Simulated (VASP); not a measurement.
Input of a VASP 6.6.1 run:

Contents of INCAR:

```
SYSTEM = Co
PREC = Accurate ; ENCUT = 520
EDIFF = 1E-7 ; ISMEAR = -1
SIGMA = 0.05 ; LREAL = .False.
LASPH = .True. ; NELM = 150
ALGO = Normal ; ISIF = 2
LWAVE = .False. ; LCHARG = .False.
ISPIN = 2 ; MAGMOM = 1.748 1.748 1.764 1.764
LORBIT = 11 ; LMAXMIX = 4
GGA = RP ; NBANDS = 30
```

File KPOINTS:

```
Automatic mesh
0
Gamma
  16 16 5
  0 0 0
```

Contents of POSCAR:

```
Co
1.0
    2.4134665563      0.0000000000      0.0000000000
   -1.2067332782      2.0901233490      0.0000000000
    0.0000000000      0.0000000000      7.8307875567
Co
4
Direct
    0.0000000000      0.0000000000      0.0000000000
    0.0000000000      0.0000000000      0.5000000000
    0.3333333333      0.6666666667      0.2500000000
    0.6666666667      0.3333333333      0.7500000000
```

Potentials or basis: VASP PAW PBE potentials, release 64 (Co).

Launch:

```sh
$ cat potpaw_PBE.64/Co/POTCAR > POTCAR
$ mpirun -np 1 vasp_std > vasp.out
```

Predict the site moments.

Co +1.56, +1.58 μB.

What does it give for the pressure?

31.5 GPa.

Predict the net moment.

6.26 μB per cell.

Stress tensor (GPa, compression positive):
```
31.37  0.00  0.00
 0.00 31.37  0.00
 0.00  0.00 31.63
```

Caveat: the PAW data sets were made with another functional, which shifts forces and pressure a little.
